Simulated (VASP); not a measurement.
A run of VASP 6.6.1 is set up as follows.

File POSCAR:

```
Hf
1.0
    3.1812904145      0.0000000000      0.0000000000
   -1.5906452073      2.7550783158      0.0000000000
    0.0000000000      0.0000000000     10.2359913037
Hf
4
Direct
    0.0000000000      0.0000000000      0.0000000000
    0.0000000000      0.0000000000      0.5000000000
    0.3333333333      0.6666666667      0.7500000000
    0.6666666667      0.3333333333      0.2500000000
```

File INCAR.step1:

```
PREC = Accurate
ENCUT = 550
ISMEAR = 0
SIGMA = 0.1
LREAL = F
LASPH = T
NELM = 120
NBANDS = 28
GGA = PE
ALGO = Normal
EDIFF = 1E-5
LWAVE = T
LCHARG = F
GGA_COMPAT = F
```

File INCAR.step2:

```
PREC = Accurate
ENCUT = 550
EDIFF = 1E-6
ISMEAR = 0
SIGMA = 0.1
LREAL = F
LASPH = T
NELM = 120
ALGO = Normal
ISIF = 2
LWAVE = F
LCHARG = F
METAGGA = R2SCAN
LMIXTAU = T
NBANDS = 28
ISTART = 1
GGA_COMPAT = F
```

File KPOINTS:

```
regular mesh
0
Gamma
  6 6 2
```

Potentials or basis: VASP PAW PBE potentials, release 64 (Hf_pv).

Run with:

```sh
$ cat potpaw_PBE.64/Hf_pv/POTCAR > POTCAR
$ cp INCAR.step1 INCAR
$ mpirun -np 1 vasp_std > vasp.out
$ cp INCAR.step2 INCAR
$ mpirun -np 1 vasp_std > vasp.out
```

(1) What does it give for the pressure?

(2) Estimate the band gap on the k mesh.

Answers

(1) -0.6 GPa.

(2) zero (bands 20 and 21 overlap by 1.52 eV).

Caveat: the k points lie up to 0.38 Å⁻¹ apart, too coarse for converged energies and pressures of a metal; the PAW data sets were made with another functional, which shifts forces and pressure a little; spin-orbit coupling is left out, which moves the levels of the heavy elements.
